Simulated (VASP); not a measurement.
A run of VASP 6.6.1 is set up as follows.

File INCAR:

```
SYSTEM = MnPt2
PREC = Accurate ; ENCUT = 500
EDIFF = 1E-6 ; ISMEAR = -1
SIGMA = 0.05 ; LREAL = .False.
LASPH = .True. ; NELM = 200
ALGO = Normal ; ISIF = 2
LWAVE = .False. ; LCHARG = .True.
ISPIN = 2 ; MAGMOM = 4 1 1
LORBIT = 11 ; LMAXMIX = 4
GGA = PS ; LELF = .True.
LVHAR = .True. ; NBANDS = 28
GGA_COMPAT = .False.
```

Contents of KPOINTS:

```
regular mesh
0
Gamma
  18 18 8
  0 0 0
```

Contents of POSCAR:

```
MnPt2
1.0
    2.8584044518      0.0000000000      0.0000000000
   -1.4292022259      2.4754508696      0.0000000000
    0.0000000000      0.0000000000      6.5325040000
Mn Pt
1 2
Direct
    0.0000000000      0.0000000000      0.0000000000
    0.3333333333      0.6666666667      0.6837940000
    0.6666666667      0.3333333333      0.3162060000
```

Potentials or basis: VASP PAW PBE potentials, release 64 (Mn_pv, Pt).

Run with:

```bash
$ cat potpaw_PBE.64/Mn_pv/POTCAR potpaw_PBE.64/Pt/POTCAR > POTCAR
$ mpirun -np 1 vasp_std > vasp.out
```

(1) Predict the pressure.

(2) What does it give for the net moment?

Results:

(1) -9.2 GPa.

(2) 4.50 μB per cell.

Caveat: the PAW data sets were made with another functional, which shifts forces and pressure a little.
